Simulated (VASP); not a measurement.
Input of a VASP 6.6.1 run:

INCAR

```
PREC = Accurate
ENCUT = 600
EDIFF = 1E-6
ISMEAR = -1
SIGMA = 0.1
LREAL = F
LASPH = T
NELM = 60
ALGO = Normal
ISIF = 3
LWAVE = F
LCHARG = F
GGA = PE
IBRION = 2
NSW = 60
EDIFFG = -0.005
```

File KPOINTS:

```
Automatic mesh
0
Gamma
  16 16 14
```

POSCAR

```
Zr
1.0
    3.1036728918      0.0000000000      0.0000000000
   -1.5518364459      2.6878595693      0.0000000000
    0.0000000000      0.0000000000      2.9174525183
Zr
1
Direct
    0.0000000000      0.0000000000      0.0000000000
```

Potentials or basis: VASP PAW PBE potentials, release 64 (Zr_sv).

Run with:

```bash
$ cat potpaw_PBE.64/Zr_sv/POTCAR > POTCAR
$ mpirun -np 1 vasp_std > vasp.out
```

(1) Predict the relaxed cell.

(2) What does it give for the band gap on the k mesh?

Answers

(1) a = 3.021 Å, b = 3.021 Å, c = 3.022 Å, α = 90.00°, β = 90.00°, γ = 120.00°.

(2) zero (bands 6 and 7 overlap by 0.59 eV).
